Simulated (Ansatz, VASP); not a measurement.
## One calculation of Si, two programs

INCAR

```
SYSTEM = Si
PREC = Accurate ; ENCUT = 520
EDIFF = 1E-7 ; ISMEAR = 0
SIGMA = 0.03 ; LREAL = .False.
LASPH = .True. ; NELM = 80
ALGO = Normal ; ISIF = 2
LWAVE = .False. ; LCHARG = .False.
GGA = CA ; NBANDS = 16
```

The input KPOINTS:

```
regular mesh
0
Gamma
  12 12 6
  0 0 0
```

Contents of POSCAR:

```
Si
1.0
    3.7522730523      0.0000000000      0.0000000000
   -1.8761365262      3.2495637852      0.0000000000
    0.0000000000      0.0000000000      6.4554105591
Si
4
Direct
    0.3333333333      0.6666666667      0.0534951140
    0.6666666667      0.3333333333      0.5534951140
    0.3333333333      0.6666666667      0.4465048860
    0.6666666667      0.3333333333      0.9465048860
```

Input for Ansatz:

```yaml
crystal:
  lattice:
    - [3.7522730523, 0.0, 0.0]
    - [-1.8761365262, 3.2495637852, 0.0]
    - [0.0, 0.0, 6.4554105591]
  atoms:
    - { symbol: Si, position: [0.3333333333, 0.6666666667, 0.053495114] }
    - { symbol: Si, position: [0.6666666667, 0.3333333333, 0.553495114] }
    - { symbol: Si, position: [0.3333333333, 0.6666666667, 0.446504886] }
    - { symbol: Si, position: [0.6666666667, 0.3333333333, 0.946504886] }
basis:
  ecutwfc: 420
kpoints:
  mp_grid: { grid: [12, 12, 6] }
hamiltonian:
  xc: lda
  pseudopotentials: { kind: paw, azcp: { folder: soft_1 } }
scf:
  occupations: { method: gaussian, width: 0.03 }
output:
  forces: true
  stress: true
  eigenvalues: true
```

Alike in both runs: task single point; functional LDA; k mesh 12 × 12 × 6; occupations gaussian, width 0.03 eV; no spin polarisation.

```csv
,VASP,Ansatz
version,VASP 6.6.1,Ansatz 0.2.0
potentials or method,"VASP PAW LDA potentials, release 64 (Si), cutoff 520 eV","scalar-relativistic, plane waves, PAW"
valence electrons in the cell,16,16
```

```csv
,VASP,Ansatz,Ansatz less VASP
gap on the k mesh at the Fermi level (eV),0.05,0.04,-0.004
least direct gap on the mesh (eV),1.06,1.04,-0.016
pressure (GPa),1.7,1.7,-0.06
"traceless stress, the component that is largest in VASP (GPa)",-9.57,-9.53,+0.035
rms of the force components (eV/Å),0.906,0.905,-0.0004
```

Ansatz warns that its potentials were made for another functional, while VASP's fit it. LDA's correlation is that of Perdew and Zunger in VASP and of Perdew and Wang (1992) in Ansatz. Atom by atom the forces differ by 0.000 eV/Å (rms over components).
